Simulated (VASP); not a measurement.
A run of VASP 6.6.1:

Contents of INCAR:

```
SYSTEM = CdI2
PREC = Accurate ; ENCUT = 400
EDIFF = 1E-6 ; ISMEAR = 0
SIGMA = 0.02 ; LREAL = .False.
LASPH = .True. ; NELM = 120
ALGO = Normal ; ISIF = 2
LWAVE = .False. ; LCHARG = .False.
LDIPOL = .True. ; IDIPOL = 3
DIPOL = 0.5 0.5 0.284 ; GGA = PE
IVDW = 12 ; NBANDS = 35
GGA_COMPAT = .False. ; NELMDL = -8
```

The input KPOINTS:

```
regular mesh
0
Gamma
  6 6 1
  0 0 0
```

File POSCAR:

```
CdI2
1.0
    4.2423500833     -0.0000003318      0.0000000000
   -2.1211747543      3.6739831098      0.0000000000
    0.0000000000      0.0000000000     43.9462260000
Cd I
2 4
Direct
    0.0000000000      0.0000000000      0.1977058511
    0.3333333333      0.6666666667      0.3711712124
    0.3333333333      0.6666666667      0.1581851172
    0.6666666667      0.3333333333      0.2371986705
    0.6666666667      0.3333333333      0.3316783930
    0.0000000000      0.0000000000      0.4106919464
```

Potentials or basis: VASP PAW PBE potentials, release 64 (Cd, I).

Launch:

```bash
$ cat potpaw_PBE.64/Cd/POTCAR potpaw_PBE.64/I/POTCAR > POTCAR
$ mpirun -np 1 vasp_std > vasp.out
```

Hardware: 1 thread of Intel Xeon 8259CL, on a shared host.

How long does it take, and how much memory?

It took 6.3 min on 1 thread of Intel Xeon 8259CL, on a shared host, peak memory 0.51 GiB. Counts: scf iterations 25, k points 7.
